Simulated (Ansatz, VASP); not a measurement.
# One calculation of SnSe, two programs

```xyz
4
Lattice="4.2193 0.0000 0.0000 0.0000 4.2193 0.0000 0.0000 0.0000 5.9930" Properties=species:S:1:pos:R:3 pbc="T T T"
Sn    2.1097    0.0000    1.4988
Sn    0.0000    2.1097    4.4942
Se    2.1097    0.0000    4.4942
Se    0.0000    2.1097    1.4989
```

Alike in both runs: task single point; functional HSE06; k mesh 4 × 4 × 2; no spin polarisation.

|  | VASP | Ansatz |
| --- | --- | --- |
| version | VASP 6.6.1 | Ansatz 0.2.0 |
| potentials or method | VASP PAW PBE potentials, release 64 (Sn_d, Se) | plane waves |
| plane-wave cutoff (eV) | 520 | 420 |
| occupations | gaussian, width 0.01 eV | fixed |
| valence electrons in the cell | 40 | 60 |

|  | VASP | Ansatz | Ansatz less VASP |
| --- | --- | --- | --- |
| gap on the k mesh at the Fermi level (eV) | 0.55 | 0.56 | +0.007 |
| pressure (GPa) | 0.3 | 0.4 | +0.08 |
| traceless stress, the component that is largest in VASP (GPa) | 4.17 | 4.22 | +0.051 |

VASP's potentials hold 40 valence electrons a cell and Ansatz's 60, so a difference there can come from the potentials and not from the codes. Ansatz's warnings: stress exchange threshold loose, stress scf threshold loose.

The k mesh is coarse, so the values compare programs but aren't converged.
